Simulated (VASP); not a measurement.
# InAs (I-4m2) in VASP: further runs, part 2 of 2

VASP 6.6.1. Earlier steps stand in the parts before.

## (3) Single point, PBEsol (23.69 Å³/atom)

The input, INCAR:

```
SYSTEM = InAs
PREC = Accurate ; ENCUT = 520
EDIFF = 1E-6 ; ISMEAR = 0
SIGMA = 0.15 ; LREAL = .False.
LASPH = .True. ; NELM = 80
ALGO = Normal ; ISIF = 2
LWAVE = .False. ; LCHARG = .False.
GGA = PS ; NBANDS = 16
```

The input, KPOINTS:

```
Automatic mesh
0
Gamma
  14 14 14
  0 0 0
```

The input, POSCAR:

```
InAs
1.0
    0.0000000000      2.5438974592      3.0517004069
    3.0517004069      0.0000000000      3.0517004069
    3.0517004069      2.5438974592      0.0000000000
In As
1 1
Direct
    0.0000000000      0.0000000000      0.0000000000
    0.7500000000      0.7500000000      0.7500000000
```

Potentials or basis: VASP PAW PBE potentials, release 64 (In_d, As).

Run with:

```sh
$ cat potpaw_PBE.64/In_d/POTCAR potpaw_PBE.64/As/POTCAR > POTCAR
$ mpirun -np 1 vasp_std > vasp.out
```

OUTCAR:

```text
SYSTEM = InAs
   PREC = Accurate
   ENCUT = 520
   EDIFF = 1E-6
   ISMEAR = 0
   LREAL = .False.
   LASPH = .True.
   NELM = 80
   ISIF = 2
   GGA = PS

 ion  position               nearest neighbor table
   1  0.000  0.000  0.000-   2 2.50   2 2.50   2 2.50   2 2.50
   2  0.750  0.750  0.750-   1 2.50   1 2.50   1 2.50   1 2.50

  LATTYP: Found a body centered tetragonal cell.
 ALAT       =     4.3157561037
 C/A-ratio  =     1.1788884256

  Lattice vectors:

 A1 = (   0.0000000000,  -2.5438974592,   3.0517004069)
 A2 = (   0.0000000000,  -2.5438974592,  -3.0517004069)
 A3 = (   3.0517004069,   2.5438974592,   0.0000000000)

Analysis of symmetry for initial positions (statically):
=====================================================================
 Subroutine PRICEL returns:
 Original cell was already a primitive cell.

 Routine SETGRP: Setting up the symmetry group for a
 body centered tetragonal supercell.

 Subroutine GETGRP returns: Found  8 space group operations
 (whereof  8 operations were pure point group operations)
 out of a pool of 16 trial point group operations.

The static configuration has the point symmetry D_2d.

Analysis of symmetry for dynamics (positions and initial velocities):
[... 162 lines left out ...]
 val. band max:        6.2950868239   @ k =   0.0714   0.0714   0.0000
 cond. band min:       6.4632486179   @ k =   0.0000   0.0000   0.0000
 fundamental gap:      0.1681617939
 Fermi energy:         6.4477052643

 k-point     1 :       0.0000    0.0000    0.0000
  band No.  band energies     occupation
      1      -8.6860      2.00000
      2      -8.6860      2.00000
      3      -8.6307      2.00000
      4      -8.5039      2.00000
      5      -8.4856      2.00000
      6      -6.8452      2.00000
[... 433 lines left out ...]
      3      -8.6017      2.00000
      4      -8.4966      2.00000
      5      -8.4756      2.00000
      6      -5.9809      2.00000
[... 8 lines left out ...]
     15      15.2392      0.00000
     16      17.0571      0.00000

 [... further k-points ...]

------------------------ aborting loop because EDIFF is reached ----------------------------------------

  FORCE on cell =-STRESS in cart. coord.  units (eV):
  Direction    XX          YY          ZZ          XY          YZ          ZX
  --------------------------------------------------------------------------------------
  -------------------------------------------------------------------------------------
  Total        3.7463377      4.2951865      3.7463377     -0.0000000      0.0000000      0.0000000
  in kB      126.6788504    145.2376537    126.6788504     -0.0000000      0.0000000      0.0000000
  external PRESSURE =     132.8651182 kB  Pullay stress =       0.0000000 kB

 VOLUME and BASIS-vectors are now :
 -----------------------------------------------------------------------------
  energy-cutoff  :      520.00
  volume of cell :       47.38
      direct lattice vectors                 reciprocal lattice vectors
     0.000000000  2.543897459  3.051700407    -0.163843082  0.196548803  0.163843082
     3.051700407  0.000000000  3.051700407     0.163843082 -0.196548803  0.163843082
     3.051700407  2.543897459  0.000000000     0.163843082  0.196548803 -0.163843082

 POSITION                                       TOTAL-FORCE (eV/Angst)
 -----------------------------------------------------------------------------------
      0.00000      0.00000      0.00000        -0.000000     -0.000000     -0.000000
      4.57755      3.81585      4.57755         0.000000      0.000000      0.000000
 -----------------------------------------------------------------------------------
    total drift:                               -0.000002      0.000002     -0.000002

  FREE ENERGIE OF THE ION-ELECTRON SYSTEM (eV)
  ---------------------------------------------------
  free  energy   TOTEN  =        -8.0874679519 eV

  energy  without entropy=       -8.0872409433  energy(sigma->0) =       -8.08735445
```

Wall time 3.9 min (1 thread of Intel Xeon 8259CL, shared host); peak memory 0.32 GiB.

What came out:

| Property | Result |
| --- | --- |
| Free energy | -8.0875 eV |
| Pressure | 13.3 GPa |
| Band gap on the k mesh | 0.05 eV (least direct gap 0.06 eV) |

Caveat: the cell stands under pressure; the smearing spreads over this small gap; semilocal functionals underestimate gaps, and a narrow one can read as zero; the PAW data sets were made with another functional, which shifts forces and pressure a little; spin-orbit coupling is left out, which moves the levels of the heavy elements.

## (4) Single point, PBEsol (25.95 Å³/atom)

This run uses another cell than the first one, of 25.95 Å³/atom.

The input, INCAR:

```
SYSTEM = InAs
PREC = Accurate
ENCUT = 520
EDIFF = 1E-7
ISMEAR = 0
SIGMA = 0.15
LREAL = .False.
LASPH = .True.
NELM = 60
ALGO = Normal
ISIF = 2
LWAVE = .False.
LCHARG = .False.
GGA = PS
NBANDS = 16
```

KPOINTS is that of step 3.

The input, POSCAR:

```
InAs
1.0
    0.0000000000      3.3423610015      2.7862295777
    2.7862295777      0.0000000000      2.7862295777
    2.7862295777      3.3423610015      0.0000000000
In As
1 1
Direct
    0.0000000000      0.0000000000      0.0000000000
    0.7500000000      0.7500000000      0.7500000000
```

Run with:

```sh
$ cat potpaw_PBE.64/In_d/POTCAR potpaw_PBE.64/As/POTCAR > POTCAR
$ mpirun -np 1 vasp_std > vasp.out
```

Wall time 4.5 min (1 thread of Intel Xeon 8259CL, shared host); peak memory 0.35 GiB.

Results (log left out):

```yaml
Free_energy: -8.2642 eV
Pressure: 5.0 GPa
Band_gap_on_the_k_mesh: zero (filled and empty bands touch)
```

Stress tensor (GPa, compression positive):
```
 7.82  0.00  0.00
 0.00 -0.69  0.00
 0.00  0.00  7.82
```

Levels at points of the mesh, in eV from the Fermi level:
```csv
k point,band 7,band 8,band 9,band 10,band 11,band 12
"(0.00, 0.00, 0.00)",-1.29,-0.65,-0.07,-0.07,3.49,3.49
"(0.50, 0.00, 0.00)",-6.55,-2.21,-0.78,0.08,4.20,4.91
"(0.50, 0.50, 0.00)",-6.15,-3.29,-3.22,0.60,1.02,7.55
"(0.50, 0.00, 0.50)",-7.31,-2.19,-2.19,1.66,2.66,7.76
```

Caveat: the stress differs along the axes, from -1 to 8 GPa; semilocal functionals underestimate gaps, and a narrow one can read as zero; the PAW data sets were made with another functional, which shifts forces and pressure a little; spin-orbit coupling is left out, which moves the levels of the heavy elements.

## (5) The runs side by side

| cell | gap on the mesh (eV) | pressure (GPa) |
| --- | --- | --- |
| a = 4.221, b = 3.823 Å, angles 63.1, 53.8, 63.1°, 2 atoms | none | 13.5 |
| a = 3.973, b = 4.316 Å, angles 57.1, 65.8, 57.1°, 2 atoms | 0.05 | 13.3 |
| a = 4.351, b = 3.940 Å, angles 63.1, 53.8, 63.1°, 2 atoms | none | 5.0 |

Alike in all rows: task single point; level PBEsol; potentials or basis VASP PAW PBE potentials, release 64 (In_d, As); no spin polarisation; k mesh 14 × 14 × 14; cutoff (eV) 520; smearing gaussian 0.15 eV.

Caveats: semilocal functionals underestimate gaps, and a narrow one can read as zero; the PAW data sets were made with another functional, which shifts forces and pressure a little; spin-orbit coupling is left out, which moves the levels of the heavy elements; the stress differs along the axes, from 8 to 16 GPa (at least some runs); the cell stands under pressure (at least some runs); the smearing spreads over this small gap (at least some runs); the stress differs along the axes, from -1 to 8 GPa (at least some runs).

Total energies depend on the potentials used, so only differences within one code and one set of settings carry meaning.

The gap in the log of VASP goes by the Fermi energy; the results here count the filled bands.